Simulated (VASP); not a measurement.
Ca: single point with r2SCAN

The system is Ca.

```
Ca
1.0
     0.00000    2.75179    2.75179
     2.75179    0.00000    2.75179
     2.75179    2.75179    0.00000
Ca
1
Cartesian
  0.0000 0.0000 0.0000
```

```yaml
Program: VASP 6.6.1
Task: single point
Functional: r2SCAN
Potentials_or_basis: VASP PAW PBE potentials, release 64 (Ca_sv)
Cutoff: 550 eV
k_mesh: 14 × 14 × 14
Occupations: gaussian, width 0.05 eV
Spin: no spin polarisation
```

- Pressure: 0.7 GPa
- Band gap on the k mesh: zero (bands 5 and 6 overlap by 0.47 eV)

Levels at points of the mesh, in eV from the Fermi level:
| k point | band 1 | band 2 | band 3 | band 4 | band 5 | band 6 | band 7 | band 8 | band 9 | band 10 |
| --- | --- | --- | --- | --- | --- | --- | --- | --- | --- | --- |
| (0.00, 0.00, 0.00) | -43.73 | -23.76 | -23.76 | -23.76 | -4.30 | 2.74 | 2.74 | 2.74 | 3.89 | 3.89 |
| (0.50, 0.00, 0.00) | -43.72 | -23.91 | -23.78 | -23.78 | -0.94 | -0.26 | 2.59 | 2.59 | 4.62 | 4.62 |
| (0.50, 0.50, 0.00) | -43.71 | -23.90 | -23.81 | -23.81 | -0.40 | 0.76 | 0.98 | 4.60 | 4.82 | 4.82 |

It took 4.8 min on 1 thread of Intel Xeon 8259CL (shared host), peak memory 0.2 GiB.

Caveat: the PAW data sets were made with another functional, which shifts forces and pressure a little.
